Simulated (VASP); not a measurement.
Set up this calculation in VASP 6.6.1, as the native input.

```yaml
Task: single point
Functional: PBE
Potentials_or_basis: VASP PAW PBE potentials, release 64 (In_d, P)
Cutoff: 500 eV
k_mesh: 10 × 10 × 6
Occupations: gaussian, width 0.02 eV
Spin: no spin polarisation
Dipole_correction: no
Further_INCAR_settings: ALGO = Normal; EDIFF = 1e-06; NBANDS = 26
```

The structure of InP lies in POSCAR:

```
InP
1.0
    4.0501042810      0.0000000000      0.0000000000
    0.0000000000      4.0501042810      0.0000000000
    0.0000000000      0.0000000000      6.1988083856
In P
2 2
Direct
    0.0000000000      0.0000000000      0.0000000000
    0.5000000000      0.5000000000      0.5000000000
    1.0000000000      0.5000000000      0.2500000000
    0.5000000000      1.0000000000      0.7500000000
```

These files were run (other wordings do the same):

INCAR

```
PREC = Accurate
ENCUT = 500
EDIFF = 1E-6
ISMEAR = 0
SIGMA = 0.02
LREAL = F
LASPH = T
NELM = 120
ALGO = Normal
ISIF = 2
LWAVE = F
LCHARG = F
GGA = PE
NBANDS = 26
GGA_COMPAT = F
```

KPOINTS

```
regular mesh
0
Gamma
  10 10 6
```

Potentials or basis: VASP PAW PBE potentials, release 64 (In_d, P).

Run with:

```console
$ cat potpaw_PBE.64/In_d/POTCAR potpaw_PBE.64/P/POTCAR > POTCAR
$ mpirun -np 1 vasp_std > vasp.out
```

Results of the run:

The pressure is 2.4 GPa and the band gap on the k mesh is 0.48 eV.

Caveat: semilocal functionals underestimate gaps, and a narrow one can read as zero; spin-orbit coupling is left out, which moves the levels of the heavy elements.

Wall time 4.2 min on 1 thread of Intel Xeon 8259CL, with other jobs on the host, peak memory 0.31 GiB.
